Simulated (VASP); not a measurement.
# Ta (Im-3m) in VASP: notebook

Aim: see how the results for Ta move with the level of theory and the settings. Levels: PBE, PBEsol. Tasks: relaxation of cell and atoms, single point.

Program: VASP 6.6.1. These are calculated values, not measurements. Logs are shortened: lines on timing, memory, paths and dates and some standing lists are left out, and cuts for length are marked.

### Step 1. The cell of the first run

The structure is cubic, space group Im-3m (No. 229). The conventional cell has a = 3.310 Å, b = 3.310 Å, c = 3.310 Å, α = 90.00°, β = 90.00°, γ = 90.00°. Within 3.8 Å of Ta (site symmetry m-3m) lie 14 Ta at 2.87 to 3.31 Å.

### Step 2. Relaxation of cell and atoms, PBE

The input, INCAR:

```
PREC = Accurate
ENCUT = 600
EDIFF = 1E-6
ISMEAR = 1
SIGMA = 0.1
LREAL = False
LASPH = True
NELM = 100
ALGO = Normal
ISIF = 3
LWAVE = False
LCHARG = False
GGA = PE
IBRION = 2
NSW = 60
EDIFFG = -0.005
```

The input, KPOINTS:

```
Automatic mesh
0
Gamma
  23 23 23
```

The input, POSCAR:

```
Ta
1.0
   -1.6550000000      1.6550000000      1.6550000000
    1.6550000000     -1.6550000000      1.6550000000
    1.6550000000      1.6550000000     -1.6550000000
Ta
1
Direct
    0.0000000000      0.0000000000      0.0000000000
```

Potentials or basis: VASP PAW PBE potentials, release 64 (Ta_pv).

Run with:

```sh
$ cat potpaw_PBE.64/Ta_pv/POTCAR > POTCAR
$ mpirun -np 1 vasp_std > vasp.out
```

OUTCAR:

```text
PREC = Accurate
   ENCUT = 600
   EDIFF = 1E-6
   ISMEAR = 1
   LREAL = False
   LASPH = True
   NELM = 100
   ISIF = 3
   GGA = PE
   IBRION = 2
   NSW = 60
   EDIFFG = -0.005

 ion  position               nearest neighbor table
   1  0.000  0.000  0.000-

  LATTYP: Found a body centered cubic cell.
 ALAT       =     3.3100000000

  Lattice vectors:

 A1 = (  -1.6550000000,   1.6550000000,   1.6550000000)
 A2 = (   1.6550000000,  -1.6550000000,   1.6550000000)
 A3 = (   1.6550000000,   1.6550000000,  -1.6550000000)

Analysis of symmetry for initial positions (statically):
=====================================================================
 Subroutine PRICEL returns:
 Original cell was already a primitive cell.

 Routine SETGRP: Setting up the symmetry group for a
 body centered cubic supercell.

 Subroutine GETGRP returns: Found 48 space group operations
 (whereof 48 operations were pure point group operations)
 out of a pool of 48 trial point group operations.

The static configuration has the point symmetry O_h .

Analysis of symmetry for dynamics (positions and initial velocities):
=====================================================================
 Subroutine PRICEL returns:
 Original cell was already a primitive cell.

 Routine SETGRP: Setting up the symmetry group for a
 body centered cubic supercell.

 Subroutine GETGRP returns: Found 48 space group operations
 (whereof 48 operations were pure point group operations)
 out of a pool of 48 trial point group operations.

The dynamic configuration has the point symmetry O_h .

 Subroutine INISYM returns: Found 48 space group operations
 (whereof 48 operations are pure point group operations),
 and found     1 'primitive' translations

----------------------------------------------------------------------------------------

                                     Primitive cell

  volume of cell :      18.1323

  direct lattice vectors                    reciprocal lattice vectors
    -1.655000000  1.655000000  1.655000000     0.000000000  0.302114804  0.302114804
     1.655000000 -1.655000000  1.655000000     0.302114804  0.000000000  0.302114804
     1.655000000  1.655000000 -1.655000000     0.302114804  0.302114804  0.000000000

  length of vectors
     2.866544087  2.866544087  2.866544087     0.427254853  0.427254853  0.427254853

  position of ions in fractional coordinates (direct lattice)
     0.000000000  0.000000000  0.000000000

  ion indices of the primitive-cell ions
   primitive index   ion index
                 1           1

----------------------------------------------------------------------------------------

 KPOINTS: Automatic mesh

Automatic generation of k-mesh.
 Grid dimensions read from file:
 generate k-points for:   23   23   23

 Generating k-lattice:

  Cartesian coordinates                     Fractional coordinates (reciprocal lattice)
     0.000000000  0.013135426  0.013135426     0.043478261  0.000000000  0.000000000
     0.013135426  0.000000000  0.013135426     0.000000000  0.043478261  0.000000000
     0.013135426  0.013135426  0.000000000     0.000000000  0.000000000  0.043478261

  Length of vectors
     0.018576298  0.018576298  0.018576298

  Shift w.r.t. Gamma in fractional coordinates (k-lattice)
     0.000000000  0.000000000  0.000000000

 Subroutine IBZKPT returns following result:
 ===========================================

 Found    364 irreducible k-points:

 Following reciprocal coordinates:
            Coordinates               Weight
  0.000000  0.000000  0.000000      1.000000
  0.043478  0.000000  0.000000     12.000000
  0.086957  0.000000  0.000000     12.000000
  0.130435  0.000000  0.000000     12.000000
  0.173913  0.000000  0.000000     12.000000
  0.217391  0.000000  0.000000     12.000000
[... 16 lines left out ...]
  0.478261  0.043478  0.000000     24.000000
  0.086957  0.086957  0.000000     24.000000
 [... further k-points ...]
   k-points           NKPTS =    364   k-points in BZ     NKDIM =    364   number of bands    NBANDS=      9
   number of dos      NEDOS =    301   number of ions     NIONS =      1
   total plane-waves  NPLWV =  13824
   dimension x,y,z NGX =    24 NGY =   24 NGZ =   24
   dimension x,y,z NGXF=    48 NGYF=   48 NGZF=   48
   ions per type =               1
   NGX,Y,Z   is equivalent  to a cutoff of  13.92, 13.92, 13.92 a.u.
   NGXF,Y,Z  is equivalent  to a cutoff of  27.84, 27.84, 27.84 a.u.
 SYSTEM =  unknown system
   PREC   = accura    normal or accurate (medium, high low for compatibility)
   ISTART =      0    job   : 0-new  1-cont  2-samecut
   ICHARG =      2    charge: 1-file 2-atom 10-const
   ISPIN  =      1    spin polarized calculation?
   LNONCOLLINEAR =      F non collinear calculations
   LSORBIT =      F    spin-orbit coupling
   LASPH  =      T    aspherical Exc in radial PAW
   ENCUT  =  600.0 eV  44.10 Ry    6.64 a.u.   5.73  5.73  5.73*2*pi/ulx,y,z
   NELM   =    100;   NELMIN=  2; NELMDL= -5     # of ELM steps
   EDIFF  = 0.1E-05   stopping-criterion for ELM
   LREAL  =      F    real-space projection
   EDIFFG = -.5E-02   stopping-criterion for IOM
   NSW    =     60    number of steps for IOM
   IBRION =      2    ionic relax: 0-MD 1-quasi-New 2-CG
   NFREE  =      1    steps in history (QN), initial steepest desc. (CG)
   ISIF   =      3    stress and relaxation
   ISYM   =      2    0-nonsym 1-usesym 2-fastsym
   POTIM  = 0.5000    time-step for ionic-motion
   TEBEG  =    0.0;   TEEND  =   0.0 temperature during run
   PSTRESS=    0.0 pullay stress
   NELECT =      11.0000    total number of electrons
   NUPDOWN=      -1.0000    fix difference up-down
   EMIN   =  10.00;   EMAX   =-10.00  energy-range for DOS
   EFERMI =   0.00;   METHOD = LEGACY
   ISMEAR =     1;   SIGMA  =   0.10  broadening in eV -4-tet -1-fermi 0-gaus
   EFERMI_NEDOS =   21; number of points for ismear=-14 and -15
   IALGO  =     38    algorithm
   IMIX   =      4    mixing-type and parameters
     AMIX     =   0.40;   BMIX     =  1.00
     AMIX_MAG =   1.60;   BMIX_MAG =  1.00
  volume/ion in A,a.u.               =      18.13       122.36
  Fermi-wavevector in a.u.,A,eV,Ry     =   1.385865  2.618906 26.131663  1.920623
  Thomas-Fermi vector in A             =   2.510235
   LORBIT       =      0    0 simple, 1 ext, 2 COOP (PROOUT), +10 PAW based schemes
   GGA     = PE    functional components
   LHFCALC =     F    Hartree Fock is set to
   AEXX    =    0.0000 exact exchange contribution
   IVDW    =     0    specifies the selected vdW correction
   LEPSILON=     F    determine dielectric tensor
   LRPA    =     F    only Hartree local field effects (RPA)
 conjugate gradient relaxation of ions
 non-spin polarized calculation
 Methfessel and Paxton  Order N= 1 SIGMA  =   0.10
  energy-cutoff  :      600.00
  volume of cell :       18.13
 maximum number of plane-waves:       619
   NGX = 11   NGY = 11   NGZ = 11

--------------------------------------- Ionic step        1  -------------------------------------------

 number of electron      11.0000001 magnetization

 Free energy of the ion-electron system (eV)
  ---------------------------------------------------
  ext. energy  EPLUGINS =         0.00000000
  ---------------------------------------------------
  free energy    TOTEN  =       -11.81270689 eV

  energy without entropy =      -11.81314944  energy(sigma->0) =      -11.81285441

------------------------ aborting loop because EDIFF is reached ----------------------------------------

  FORCE on cell =-STRESS in cart. coord.  units (eV):
  Direction    XX          YY          ZZ          XY          YZ          ZX
  --------------------------------------------------------------------------------------
  -------------------------------------------------------------------------------------
  Total        0.2042465      0.2042465      0.2042465     -0.0000000     -0.0000000      0.0000000
  in kB       18.0472545     18.0472545     18.0472545     -0.0000000     -0.0000000      0.0000000
  external PRESSURE =      18.0472545 kB  Pullay stress =       0.0000000 kB

 VOLUME and BASIS-vectors are now :
 -----------------------------------------------------------------------------
  energy-cutoff  :      600.00
  volume of cell :       18.13
      direct lattice vectors                 reciprocal lattice vectors
    -1.655000000  1.655000000  1.655000000     0.000000000  0.302114804  0.302114804
     1.655000000 -1.655000000  1.655000000     0.302114804  0.000000000  0.302114804
     1.655000000  1.655000000 -1.655000000     0.302114804  0.302114804  0.000000000
[... 36 lines left out ...]
 POSITION                                       TOTAL-FORCE (eV/Angst)
 -----------------------------------------------------------------------------------
      0.00000      0.00000      0.00000         0.000000     -0.000000      0.000000
 -----------------------------------------------------------------------------------
    total drift:                                0.000000      0.000000      0.000000

  FREE ENERGIE OF THE ION-ELECTRON SYSTEM (eV)
  ---------------------------------------------------
  free  energy   TOTEN  =       -11.8088638423 eV

  energy  without entropy=      -11.8091073355  energy(sigma->0) =      -11.80894501

--------------------------------------- Ionic step        3  -------------------------------------------

 number of electron      11.0000000 magnetization

 Free energy of the ion-electron system (eV)
  ---------------------------------------------------
  ext. energy  EPLUGINS =         0.00000000
  ---------------------------------------------------
  free energy    TOTEN  =       -11.81360277 eV

  energy without entropy =      -11.81396837  energy(sigma->0) =      -11.81372464

 E-fermi :   5.3480     XC(G=0): -12.5390

 val. band max:        5.3471608496   @ k =  -0.4783  -0.4783   0.1739
 cond. band min:       5.3494621640   @ k =   0.0870   0.0870   0.0435
 fundamental gap:      0.0023013144
 Fermi energy:         5.3479826547

 k-point     1 :       0.0000    0.0000    0.0000
  band No.  band energies     occupation
      1     -27.7764      2.00000
      2     -27.7764      2.00000
      3     -27.7764      2.00000
      4      -2.4954      2.00000
      5       6.0929     -0.00000
      6       6.0929     -0.00000
      7       6.0929     -0.00000
      8       9.3112      0.00000
      9       9.3112      0.00000

 k-point     2 :       0.0435    0.0000    0.0000
  band No.  band energies     occupation
      1     -27.7989      2.00000
      2     -27.7834      2.00000
      3     -27.7765      2.00000
      4      -2.4120      2.00000
      5       6.0382     -0.00000
      6       6.0783     -0.00000
      7       6.1741     -0.00000
      8       9.2193      0.00000
      9       9.3112      0.00000
[... 253 lines left out ...]
 k-point    24 :       0.0870    0.0870    0.0000
  band No.  band energies     occupation
      1     -28.0240      2.00000
      2     -27.8334      2.00000
      3     -27.7979      2.00000
      4      -1.5474      2.00000
      5       5.6003     -0.00209
      6       5.7008     -0.00001
      7       7.0990     -0.00000
      8       8.5767      0.00000
      9       9.4309      0.00000

 [... further k-points ...]
[... 5 lines left out ...]
  --------------------------------------------------------------------------------------
  -------------------------------------------------------------------------------------
  Total       -0.0001838     -0.0001838     -0.0001838     -0.0000000     -0.0000000      0.0000000
  in kB       -0.0160924     -0.0160924     -0.0160924     -0.0000000     -0.0000000      0.0000000
  external PRESSURE =      -0.0160924 kB  Pullay stress =       0.0000000 kB

 VOLUME and BASIS-vectors are now :
 -----------------------------------------------------------------------------
  energy-cutoff  :      600.00
  volume of cell :       18.29
      direct lattice vectors                 reciprocal lattice vectors
    -1.659923191  1.659923191  1.659923191     0.000000000  0.301218757  0.301218757
     1.659923191 -1.659923191  1.659923191     0.301218757  0.000000000  0.301218757
     1.659923191  1.659923191 -1.659923191     0.301218757  0.301218757  0.000000000

 POSITION                                       TOTAL-FORCE (eV/Angst)
 -----------------------------------------------------------------------------------
      0.00000      0.00000      0.00000         0.000000      0.000000     -0.000000
 -----------------------------------------------------------------------------------
    total drift:                                0.000000      0.000000     -0.000000

  FREE ENERGIE OF THE ION-ELECTRON SYSTEM (eV)
  ---------------------------------------------------
  free  energy   TOTEN  =       -11.8136027672 eV

  energy  without entropy=      -11.8139683724  energy(sigma->0) =      -11.81372464

 reached required accuracy - stopping structural energy minimisation
```

It took 71 s on 1 thread of Intel Xeon 6975P-C (Granite Rapids), shared host; peak memory 0.21 GiB.

Results:

```
Free energy                           : -11.8136 eV
Relaxed volume                        : 18.29 Å³/atom
Relaxed cell                          : a = 2.875 Å, b = 2.875 Å, c = 2.875 Å, α = 109.47°, β = 109.47°, γ = 109.47°
Space group after relaxing (to 0.1 Å) : Im-3m (No. 229)
Energy gained by relaxing             : 0.9 meV/atom
Ionic steps                           : 3
Pressure after relaxing               : 0.0 GPa
Band gap on the k mesh                : zero (an odd number of electrons rules out a gap without spin polarisation)
```

The path:
```csv
step,energy change (eV),largest force (eV/Å),pressure (GPa),volume (Å³)
1,0.0000,0.0000,1.80,18.13
2,0.0038,0.0000,-3.92,18.67
3,-0.0009,0.0000,0.00,18.29
```

Final structure:
```
Ta
1.0
    -1.65992    1.65992    1.65992
     1.65992   -1.65992    1.65992
     1.65992    1.65992   -1.65992
Ta
1
Direct
  0.00000 0.00000 0.00000
```

Levels at points of the mesh, in eV from the Fermi level:
```csv
k point,band 2,band 3,band 4,band 5,band 6,band 7,band 8,band 9
"(0.00, 0.00, 0.00)",-33.12,-33.12,-7.84,0.74,0.74,0.74,3.96,3.96
```

Caveat: spin-orbit coupling is left out, which moves the levels of the heavy elements.

[end of part 1 of 2]
